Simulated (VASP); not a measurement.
Cu:

```
Cu
1.0
     0.00000    1.78191    1.78191
     1.78191    0.00000    1.78191
     1.78191    1.78191    0.00000
Cu
1
Direct
  0.00000 0.00000 0.00000
```

Base run:

```yaml
Program: VASP 6.6.1
Functional: PBEsol
Potentials_or_basis: VASP PAW PBE potentials, release 64 (Cu)
Cutoff: 520 eV
k_mesh: 12 × 12 × 12
Occupations: fermi-dirac, width 0.05 eV
Spin: no spin polarisation
```

Its results: pressure 0.6 GPa.

Question: The run is repeated on the same cell with these changes: functional from PBEsol to r2SCAN. What comes out?

Answer: Pressure 2.4 GPa.

Caveats: the PAW data sets were made with another functional, which shifts forces and pressure a little.
